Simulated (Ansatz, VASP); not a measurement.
AlRu in VASP and in Ansatz

INCAR

```
ALGO     = Fast           # electronic algorithm
EDIFF    = 1E-7           # SCF threshold, eV
ENCUT    = 520            # plane-wave cutoff, eV
ISIF     = 2              # what is computed and relaxed
ISMEAR   = 0              # smearing method
LASPH    = True           # aspherical terms in the spheres
LCHARG   = True           # write CHGCAR
LELF     = True           # ELF
LREAL    = False          # projectors in reciprocal space
LVHAR    = True         
LWAVE    = False          # write WAVECAR
NBANDS   = 16             # bands
NELM     = 100            # most SCF steps
PREC     = Accurate       # precision mode
SIGMA    = 0.15           # smearing width, eV
```

File KPOINTS:

```
k-points
0
Gamma
  16 16 16
```

File POSCAR:

```
AlRu
1.0
    2.9916000000      0.0000000000      0.0000000000
    0.0000000000      2.9916000000      0.0000000000
    0.0000000000      0.0000000000      2.9916000000
Al Ru
1 1
Direct
    0.0000000000      0.0083567322      0.0000000000
    0.5000000000      0.5000000000      0.5000000000
```

Input for Ansatz:

```yaml
crystal:
  lattice:
    - [2.9916, 0.0, 0.0]
    - [0.0, 2.9916, 0.0]
    - [0.0, 0.0, 2.9916]
  atoms:
    - { symbol: Al, position: [0.0, 0.0083567322, 0.0] }
    - { symbol: Ru, position: [0.5, 0.5, 0.5] }
basis:
  ecutwfc: 420
kpoints:
  mp_grid: { grid: [16, 16, 16] }
hamiltonian:
  xc: lda
scf:
  occupations: { method: gaussian, width: 0.15 }
output:
  forces: true
  stress: true
  eigenvalues: true
```

Change from the starting cell: all Al atoms moved +0.025 Å, as atom 1 along Cartesian [0 1 0].

Alike in both runs: task single point; functional LDA; k mesh 16 × 16 × 16; occupations gaussian, width 0.15 eV; no spin polarisation.

|  | VASP | Ansatz |
| --- | --- | --- |
| version | VASP 6.6.1 | Ansatz 0.2.0 |
| potentials or method | VASP PAW LDA potentials, release 64 (Al, Ru_pv), cutoff 520 eV | scalar-relativistic, plane waves, PAW |
| valence electrons in the cell | 17 | 19 |

```tsv
	VASP	Ansatz	Ansatz less VASP
gap on the k mesh at the Fermi level (eV)	none	none	-
pressure (GPa)	-7.5	-8.0	-0.51
rms of the force components (eV/Å)	0.104	0.102	-0.0019
```

LDA's correlation is that of Perdew and Zunger in VASP and of Perdew and Wang (1992) in Ansatz. Atom by atom the forces differ by 0.002 eV/Å (rms over components). A gap of «none» marks a metal or a gap that the smearing closes. VASP's potentials hold 17 valence electrons a cell and Ansatz's 19, so a difference there can come from the potentials and not from the codes.
